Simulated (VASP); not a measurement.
Input of a VASP 6.6.1 run:

Contents of INCAR:

```
SYSTEM = Re
ALGO = Normal
EDIFF = 1E-8
ENCUT = 520
GGA = PS
ISIF = 2
ISMEAR = -1
LASPH = .TRUE.
LCHARG = .FALSE.
LEFG = .TRUE.
LREAL = .FALSE.
LWAVE = .FALSE.
NBANDS = 18
NELM = 80
PREC = Accurate
SIGMA = 0.05
```

The input KPOINTS:

```
k-points
0
G
  15 15 15
  0 0 0
```

The input POSCAR:

```
Re
1.0
    1.4021347560      0.8095228788      6.7867577774
   -1.4021347560      0.8095228788      6.7867577774
    0.0000000000     -1.6190457577      6.7867577774
Re
3
Direct
    0.0000000000      0.0000000000      0.0000000000
    0.2221738800      0.2221738800      0.2221738800
    0.7778261200      0.7778261200      0.7778261200
```

Potentials or basis: VASP PAW PBE potentials, release 64 (Re).

Run with:

```sh
$ cat potpaw_PBE.64/Re/POTCAR > POTCAR
$ mpirun -np 1 vasp_std > vasp.out
```

(1) What does it give for the largest force?

(2) Predict the pressure.

(3) What does it give for the band gap on the k mesh?

## Answers

(1) 0.011 eV/Å.

(2) -19.9 GPa.

(3) zero (an odd number of electrons rules out a gap without spin polarisation).

Caveat: the cell stands under tension; without QUAD_EFG the Cq values of the log hold for a quadrupole moment of 1 mb, not for the nuclei; the PAW data sets were made with another functional, which shifts forces and pressure a little; spin-orbit coupling is left out, which moves the levels of the heavy elements.
